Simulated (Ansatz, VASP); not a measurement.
Pd: VASP beside Ansatz

```xyz
1
Lattice="0.0000 1.9375 1.9375 1.9375 0.0000 1.9375 1.9375 1.9375 0.0000" Properties=species:S:1:pos:R:3 pbc="T T T"
Pd    0.0000    0.0000    0.0000
```

Alike in both runs: functional PBEsol; k mesh 18 × 18 × 18; occupations gaussian, width 0.1 eV; no spin polarisation.

Ansatz relaxed the structure, and its values are those at the end. VASP's run is a single point on that final structure, the one shown.

```csv
,VASP,Ansatz
version,VASP 6.6.1,Ansatz 0.2.0
potentials or method,"VASP PAW PBE potentials, release 64 (Pd), cutoff 520 eV","scalar-relativistic, plane waves, PAW"
valence electrons in the cell,10,18
```

Ansatz gave:

```
gap on the k mesh at the Fermi level (eV) : none
pressure (GPa)                            : 0.0
```

Problem. What did VASP give for the same quantities?

Solution. gap on the k mesh at the Fermi level (eV): none; pressure (GPa): -0.3.

VASP's potentials were made for PBE, not for PBEsol. A gap of «none» marks a metal or a gap that the smearing closes. The functional is the same, so the differences come from potentials, cutoffs and numerics. VASP's potentials hold 10 valence electrons a cell and Ansatz's 18, so a difference there can come from the potentials and not from the codes.
